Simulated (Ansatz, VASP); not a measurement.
**Na: VASP beside Ansatz**

Contents of INCAR:

```
SYSTEM = Na
ALGO = Normal
EDIFF = 1E-6
ENCUT = 520
GGA = CA
ISIF = 2
ISMEAR = 0
LASPH = .TRUE.
LCHARG = .FALSE.
LREAL = .FALSE.
LWAVE = .FALSE.
NBANDS = 10
NELM = 100
PREC = Accurate
SIGMA = 0.15
```

Contents of KPOINTS:

```
k-points
0
G
  18 18 18
  0 0 0
```

POSCAR

```
Na
1.0
   -1.6453086486      1.7851231502      2.4785298014
    1.7851231502     -1.6453086486      2.4785298014
    1.7448726322      1.7448726322     -2.3789658178
Na
1
Direct
    0.0000000000      0.0000000000      0.0000000000
```

Input for Ansatz:

```yaml
crystal:
  lattice:
    - [-1.6453086486, 1.7851231502, 2.4785298014]
    - [1.7851231502, -1.6453086486, 2.4785298014]
    - [1.7448726322, 1.7448726322, -2.3789658178]
  atoms:
    - { symbol: Na, position: [0.0, 0.0, 0.0] }
basis:
  ecutwfc: 520.0
kpoints:
  mp_grid: { grid: [18, 18, 18] }
hamiltonian:
  xc: lda
  pseudopotentials: { kind: paw }
scf:
  occupations: { method: gaussian, width: 0.15 }
output:
  forces: true
  stress: true
  eigenvalues: true
```

Change from the starting cell: equal engineering shear yz, xz and xy +0.0550, equal normal strain along x, y and z -0.0250.

Alike in both runs: task single point; functional LDA; k mesh 18 × 18 × 18; occupations gaussian, width 0.15 eV; no spin polarisation.

|  | VASP | Ansatz |
| --- | --- | --- |
| version | VASP 6.6.1 | Ansatz 0.2.0 |
| potentials or method | VASP PAW LDA potentials, release 64 (Na_pv), cutoff 520 eV | scalar-relativistic, plane waves, PAW |
| valence electrons in the cell | 7 | 9 |

|  | VASP | Ansatz | Ansatz less VASP |
| --- | --- | --- | --- |
| gap on the k mesh at the Fermi level (eV) | none | none | - |
| pressure (GPa) | 0.8 | 0.9 | +0.04 |
| traceless stress, the component that is largest in VASP (GPa) | -0.39 | -0.39 | +0.001 |

LDA's correlation is that of Perdew and Zunger in VASP and of Perdew and Wang (1992) in Ansatz. A gap of «none» marks a metal or a gap that the smearing closes. VASP's potentials hold 7 valence electrons a cell and Ansatz's 9, so a difference there can come from the potentials and not from the codes.
